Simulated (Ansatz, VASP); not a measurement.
**Mo in VASP and in Ansatz**

```xyz
1
Lattice="2.7355 0.0000 0.0000 -1.3678 2.3690 0.0000 0.0000 0.0000 2.5552" Properties=species:S:1:pos:R:3 pbc="T T T"
Mo    0.0000    0.0000    1.2776
```

Alike in both runs: task relaxation of cell and atoms; functional PBEsol; k mesh 11 × 11 × 11; occupations methfessel-paxton of order 1, width 0.15 eV; no spin polarisation.

```csv
,VASP,Ansatz
version,VASP 6.6.1,Ansatz 0.2.0
potentials or method,"VASP PAW PBE potentials, release 64 (Mo_sv)","plane waves, PAW"
plane-wave cutoff (eV),600,420
valence electrons in the cell,14,14
```

```tsv
	VASP	Ansatz	Ansatz less VASP
relaxed volume (Å³/atom)	16.23	16.20	-0.035
relaxed cell length with the largest relative difference (Å)	2.484	2.481	-0.0030
```

VASP's potentials were made for PBE, not for PBEsol.
